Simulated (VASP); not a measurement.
# CsH (Pm-3m) in VASP: a series of runs

Runs on CsH. Level: r2SCAN. Tasks: single point, relaxation of cell and atoms.

Everything below comes from runs of VASP 6.6.1. Logs are shortened: lines on timing, memory, paths and dates and some standing lists are left out, and cuts for length are marked.

**1. The cell of the first run**

The structure is cubic, space group Pm-3m (No. 221). Conventional cell: a = 3.818 Å, b = 3.818 Å, c = 3.818 Å, α = 90.00°, β = 90.00°, γ = 90.00°. Within 4.3 Å of Cs (site symmetry m-3m) lie 8 H at 3.31 Å and 6 Cs at 3.82 Å. Within 4.3 Å of H (site symmetry m-3m) lie 8 Cs at 3.31 Å and 6 H at 3.82 Å.

**2. Single point, r2SCAN**

File POSCAR:

```
CsH
1.0
    3.8184085400      0.0000000000      0.0000000000
    0.0000000000      3.8184085400      0.0000000000
    0.0000000000      0.0000000000      3.8184085400
Cs H
1 1
Direct
    0.0000000000      0.0000000000      0.0000000000
    0.5000000000      0.5000000000      0.5000000000
```

File INCAR.step1:

```
PREC = Accurate ; ENCUT = 520
ISMEAR = -1 ; SIGMA = 0.1
LREAL = False ; LASPH = True
NELM = 100 ; NBANDS = 12
GGA = PE ; ALGO = Normal
EDIFF = 1E-4 ; LWAVE = True
LCHARG = False
```

File INCAR.step2:

```
PREC = Accurate ; ENCUT = 520
EDIFF = 1E-6 ; ISMEAR = -1
SIGMA = 0.1 ; LREAL = False
LASPH = True ; NELM = 100
ALGO = Normal ; ISIF = 2
LWAVE = False ; LCHARG = False
METAGGA = R2SCAN ; LMIXTAU = True
NBANDS = 12 ; ISTART = 1
```

File KPOINTS:

```
Automatic mesh
0
Gamma
  10 10 10
```

Potentials or basis: VASP PAW PBE potentials, release 64 (Cs_sv, H).

Command:

```
$ cat potpaw_PBE.64/Cs_sv/POTCAR potpaw_PBE.64/H/POTCAR > POTCAR
$ cp INCAR.step1 INCAR
$ mpirun -np 1 vasp_std > vasp.out
$ cp INCAR.step2 INCAR
$ mpirun -np 1 vasp_std > vasp.out
```

OUTCAR:

```text
PREC = Accurate
   ENCUT = 520
   EDIFF = 1E-6
   ISMEAR = -1
   LREAL = False
   LASPH = True
   NELM = 100
   ISIF = 2
   METAGGA = R2SCAN
   ISTART = 1

 ion  position               nearest neighbor table
   1  0.000  0.000  0.000-
   2  0.500  0.500  0.500-

  LATTYP: Found a simple cubic cell.
 ALAT       =     3.8184085400

  Lattice vectors:

 A1 = (   3.8184085400,   0.0000000000,   0.0000000000)
 A2 = (   0.0000000000,   3.8184085400,   0.0000000000)
 A3 = (   0.0000000000,   0.0000000000,   3.8184085400)

Analysis of symmetry for initial positions (statically):
=====================================================================
 Subroutine PRICEL returns:
 Original cell was already a primitive cell.

 Routine SETGRP: Setting up the symmetry group for a
 simple cubic supercell.

 Subroutine GETGRP returns: Found 48 space group operations
 (whereof 48 operations were pure point group operations)
 out of a pool of 48 trial point group operations.

The static configuration has the point symmetry O_h .

Analysis of symmetry for dynamics (positions and initial velocities):
=====================================================================
 Subroutine PRICEL returns:
 Original cell was already a primitive cell.

 Routine SETGRP: Setting up the symmetry group for a
 simple cubic supercell.

 Subroutine GETGRP returns: Found 48 space group operations
 (whereof 48 operations were pure point group operations)
 out of a pool of 48 trial point group operations.

The dynamic configuration has the point symmetry O_h .

 Subroutine INISYM returns: Found 48 space group operations
 (whereof 48 operations are pure point group operations),
 and found     1 'primitive' translations

----------------------------------------------------------------------------------------

                                     Primitive cell

  volume of cell :      55.6733

  direct lattice vectors                    reciprocal lattice vectors
     3.818408540  0.000000000  0.000000000     0.261889211  0.000000000  0.000000000
     0.000000000  3.818408540  0.000000000     0.000000000  0.261889211  0.000000000
     0.000000000  0.000000000  3.818408540     0.000000000  0.000000000  0.261889211

  length of vectors
     3.818408540  3.818408540  3.818408540     0.261889211  0.261889211  0.261889211
[... 80 lines left out ...]
   NELM   =    100;   NELMIN=  2; NELMDL=  0     # of ELM steps
   EDIFF  = 0.1E-05   stopping-criterion for ELM
   LREAL  =      F    real-space projection
   EDIFFG = 0.1E-04   stopping-criterion for IOM
   NSW    =      0    number of steps for IOM
   IBRION =     -1    ionic relax: 0-MD 1-quasi-New 2-CG
   NFREE  =      0    steps in history (QN), initial steepest desc. (CG)
   ISIF   =      2    stress and relaxation
   ISYM   =      2    0-nonsym 1-usesym 2-fastsym
   POTIM  = 0.5000    time-step for ionic-motion
   TEBEG  =    0.0;   TEEND  =   0.0 temperature during run
   PSTRESS=    0.0 pullay stress
   NELECT =      10.0000    total number of electrons
   NUPDOWN=      -1.0000    fix difference up-down
   EMIN   =  10.00;   EMAX   =-10.00  energy-range for DOS
   EFERMI =   0.00;   METHOD = LEGACY
   ISMEAR =    -1;   SIGMA  =   0.10  broadening in eV -4-tet -1-fermi 0-gaus
   EFERMI_NEDOS =   21; number of points for ismear=-14 and -15
   IALGO  =     38    algorithm
   IMIX   =      4    mixing-type and parameters
     AMIX     =   0.40;   BMIX     =  1.00
     AMIX_MAG =   1.60;   BMIX_MAG =  1.00
  volume/ion in A,a.u.               =      27.84       187.85
  Fermi-wavevector in a.u.,A,eV,Ry     =   0.923689  1.745519 11.608509  0.853201
  Thomas-Fermi vector in A             =   2.049353
   LORBIT       =      0    0 simple, 1 ext, 2 COOP (PROOUT), +10 PAW based schemes
   METAGGA = R2SCAN    functional components
   LHFCALC =     F    Hartree Fock is set to
   AEXX    =    0.0000 exact exchange contribution
   IVDW    =     0    specifies the selected vdW correction
   LEPSILON=     F    determine dielectric tensor
   LRPA    =     F    only Hartree local field effects (RPA)
 non-spin polarized calculation
  energy-cutoff  :      520.00
  volume of cell :       55.67
 maximum number of plane-waves:      1516
   NGX = 15   NGY = 15   NGZ = 15

 number of electron      10.0000000 magnetization

 Free energy of the ion-electron system (eV)
  ---------------------------------------------------
  ext. energy  EPLUGINS =         0.00000000
  ---------------------------------------------------
  free energy    TOTEN  =       -28.95670804 eV

  energy without entropy =      -28.95670804  energy(sigma->0) =      -28.95670804

 E-fermi :   2.0121     XC(G=0):  -8.2735

 val. band max:        0.4754446375   @ k =   0.5000   0.5000   0.5000
 cond. band min:       3.6263927314   @ k =   0.5000   0.5000   0.5000
 fundamental gap:      3.1509480939
 Fermi energy:         2.0120629931

 k-point     1 :       0.0000    0.0000    0.0000
  band No.  band energies     occupation
      1     -22.0090      2.00000
      2      -7.6985      2.00000
      3      -7.6985      2.00000
      4      -7.6985      2.00000
      5      -1.4232      2.00000
      6       4.2825      0.00000
      7       4.2825      0.00000
      8       8.4509      0.00000
      9      10.4506      0.00000
     10      10.4506      0.00000
     11      10.4506      0.00000
     12      11.5863      0.00000
[... 331 lines left out ...]
 k-point    24 :       0.3000    0.1000    0.1000
  band No.  band energies     occupation
      1     -21.8742      2.00000
      2      -8.7116      2.00000
      3      -7.7559      2.00000
      4      -7.7289      2.00000
      5      -0.3450      2.00000
      6       4.8398      0.00000
      7       5.1201      0.00000
      8       7.2492      0.00000
      9       7.7662      0.00000
     10       8.9971      0.00000
     11       9.5588      0.00000
     12      12.2568      0.00000

 [... further k-points ...]
[... 5 lines left out ...]
  --------------------------------------------------------------------------------------
  -------------------------------------------------------------------------------------
  Total        0.0029539      0.0029539      0.0029539      0.0000000      0.0000000      0.0000000
  in kB        0.0850091      0.0850091      0.0850091      0.0000000      0.0000000      0.0000000
  external PRESSURE =       0.0850091 kB  Pullay stress =       0.0000000 kB

 VOLUME and BASIS-vectors are now :
 -----------------------------------------------------------------------------
  energy-cutoff  :      520.00
  volume of cell :       55.67
      direct lattice vectors                 reciprocal lattice vectors
     3.818408540  0.000000000  0.000000000     0.261889211  0.000000000  0.000000000
     0.000000000  3.818408540  0.000000000     0.000000000  0.261889211  0.000000000
     0.000000000  0.000000000  3.818408540     0.000000000  0.000000000  0.261889211

 POSITION                                       TOTAL-FORCE (eV/Angst)
 -----------------------------------------------------------------------------------
      0.00000      0.00000      0.00000         0.000000      0.000000      0.000000
      1.90920      1.90920      1.90920         0.000000      0.000000      0.000000
 -----------------------------------------------------------------------------------
    total drift:                                0.000000      0.000000     -0.000000

  FREE ENERGIE OF THE ION-ELECTRON SYSTEM (eV)
  ---------------------------------------------------
  free  energy   TOTEN  =       -28.9567080425 eV

  energy  without entropy=      -28.9567080350  energy(sigma->0) =      -28.95670804
```

OUTCAR.step1:

```text
PREC = Accurate
   ENCUT = 520
   ISMEAR = -1
   LREAL = False
   LASPH = True
[... 580 lines left out ...]
      0.00000      0.00000      0.00000         0.000000      0.000000      0.000000
      1.90920      1.90920      1.90920         0.000000      0.000000      0.000000
 -----------------------------------------------------------------------------------
    total drift:                                0.000000      0.000000      0.000000

  FREE ENERGIE OF THE ION-ELECTRON SYSTEM (eV)
  ---------------------------------------------------
  free  energy   TOTEN  =        -4.4451267781 eV

  energy  without entropy=       -4.4451267060  energy(sigma->0) =       -4.44512674
```

OSZICAR.step1:

```text
N       E                     dE             d eps       ncg     rms          rms(c)
DAV:   1     0.439299401961E+02    0.43930E+02   -0.43013E+03  1344   0.707E+02
DAV:   2    -0.166089665059E+01   -0.45591E+02   -0.43124E+02  1680   0.114E+02
DAV:   3    -0.518025740699E+01   -0.35194E+01   -0.35122E+01  1684   0.334E+01
DAV:   4    -0.520559428991E+01   -0.25337E-01   -0.25335E-01  1568   0.325E+00
DAV:   5    -0.520567518262E+01   -0.80893E-04   -0.80892E-04  1676   0.196E-01    0.352E+00
DAV:   6    -0.457017795541E+01    0.63550E+00   -0.61683E-01  1520   0.284E+00    0.144E+00
DAV:   7    -0.443423864707E+01    0.13594E+00   -0.59694E-01  1528   0.268E+00    0.591E-01
DAV:   8    -0.445246248489E+01   -0.18224E-01   -0.64316E-02  1440   0.969E-01    0.374E-01
DAV:   9    -0.444506937150E+01    0.73931E-02   -0.12867E-02  1540   0.417E-01    0.622E-02
DAV:  10    -0.444511921445E+01   -0.49843E-04   -0.13555E-03  1488   0.144E-01    0.210E-02
DAV:  11    -0.444512677805E+01   -0.75636E-05   -0.23312E-05   796   0.262E-02
   1 F= -.44451268E+01 E0= -.44451267E+01  d E =-.720525E-07
```

Run time: 77 s. Hardware: 1 thread of Oxide Virtual Turin-like, shared host; peak memory 0.15 GiB.

Results:

```yaml
Free_energy: -28.9567 eV
Pressure: 0.0 GPa
Band_gap_on_the_k_mesh: 3.15 eV, direct
```

Caveat: the PAW data sets were made with another functional, which shifts forces and pressure a little; spin-orbit coupling is left out, which moves the levels of the heavy elements.

**3. Relaxation of cell and atoms, r2SCAN**

POSCAR is that of step 2.

File INCAR.step1:

```
SYSTEM = CsH
PREC = Accurate ; ENCUT = 600
ISMEAR = -1 ; SIGMA = 0.1
LREAL = .False. ; LASPH = .True.
NELM = 100 ; GGA = PE
ALGO = Normal ; EDIFF = 1E-4
LWAVE = .True. ; LCHARG = .False.
```

File INCAR.step2:

```
SYSTEM = CsH
PREC = Accurate ; ENCUT = 600
EDIFF = 1E-6 ; ISMEAR = -1
SIGMA = 0.1 ; LREAL = .False.
LASPH = .True. ; NELM = 100
ALGO = Normal ; ISIF = 3
LWAVE = .False. ; LCHARG = .False.
METAGGA = R2SCAN ; LMIXTAU = .True.
IBRION = 2 ; NSW = 100
EDIFFG = -0.002 ; ISTART = 1
```

File KPOINTS:

```
Automatic mesh
0
Gamma
  10 10 10
  0 0 0
```

Potentials or basis: VASP PAW PBE potentials, release 64 (Cs_sv, H).

Command:

```
$ cat potpaw_PBE.64/Cs_sv/POTCAR potpaw_PBE.64/H/POTCAR > POTCAR
$ cp INCAR.step1 INCAR
$ mpirun -np 1 vasp_std > vasp.out
$ cp INCAR.step2 INCAR
$ mpirun -np 1 vasp_std > vasp.out
```

Run time: 3.1 min. Hardware: 1 thread of Oxide Virtual Turin-like, shared host; peak memory 0.19 GiB.

Results (log left out):

```
Free energy                            : -28.9567 eV
Relaxed volume                         : 27.92 Å³/atom
Relaxed cell                           : a = 3.822 Å, b = 3.822 Å, c = 3.822 Å, α = 90.00°, β = 90.00°, γ = 90.00°
Space group after relaxing (to 0.05 Å) : Pm-3m (No. 221)
Energy gained by relaxing              : 0.0 meV/atom
Ionic steps                            : 3
Pressure after relaxing                : 0.0 GPa
Band gap on the k mesh                 : 3.15 eV, direct
```

Final structure:
```yaml
crystal:
  lattice:
    - [3.82222, 0.00000, 0.00000]
    - [0.00000, 3.82222, 0.00000]
    - [0.00000, 0.00000, 3.82222]
  atoms:
    - { symbol: Cs, position: [0.00000, 0.00000, 0.00000] }
    - { symbol: H, position: [0.50000, 0.50000, 0.50000] }
```

Levels at points of the mesh, in eV from the valence-band top:
```tsv
k point	band 3	band 4	band 5	band 6	band 7	band 8
(0.00, 0.00, 0.00)	-8.18	-8.18	-1.90	3.81	3.81	7.95
(0.50, 0.00, 0.00)	-8.03	-8.03	-0.25	3.20	4.60	6.59
(0.50, 0.50, 0.00)	-9.38	-7.89	-1.22	4.99	6.83	7.40
(0.50, 0.50, 0.50)	-9.16	-9.16	0.00	3.15	3.15	3.15
```

Caveat: the PAW data sets were made with another functional, which shifts forces and pressure a little; spin-orbit coupling is left out, which moves the levels of the heavy elements. A k mesh can miss the band edges.
